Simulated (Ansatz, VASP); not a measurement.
MnO in VASP and in Ansatz

```
Mn O
1.0
     2.67239    0.00000    2.67239
     0.00000    2.67239    2.67239
     0.00000    0.00000    5.34478
Mn O
2 2
Direct
  0.00000 0.00000 0.00000
  0.00000 0.00000 0.50000
  0.50000 0.50000 0.75000
  0.50000 0.50000 0.25000
```

Alike in both runs: task single point; functional LDA; k mesh 7 × 7 × 7; occupations gaussian, width 0.05 eV; no spin polarisation; Hubbard terms Mn d U = 6.0 eV.

```csv
,VASP,Ansatz
version,VASP 6.6.1,Ansatz 0.2.0
potentials or method,"VASP PAW LDA potentials, release 64 (Mn_pv, O), cutoff 600 eV","scalar-relativistic, plane waves, PAW"
valence electrons in the cell,38,42
```

Ansatz gave:

* gap on the k mesh at the Fermi level (eV): none
* pressure (GPa): -28.1

**Question.** What did VASP give for the same quantities?

**Answer.** gap on the k mesh at the Fermi level (eV): none; pressure (GPa): -8.3.

LDA's correlation is that of Perdew and Zunger in VASP and of Perdew and Wang (1992) in Ansatz. The programs project onto different local orbitals, so the same U acts differently, and such runs can settle in different states. A gap of «none» marks a metal or a gap that the smearing closes. VASP's potentials hold 38 valence electrons a cell and Ansatz's 42, so a difference there can come from the potentials and not from the codes. Ansatz's warnings: filled band counts differ across k points.
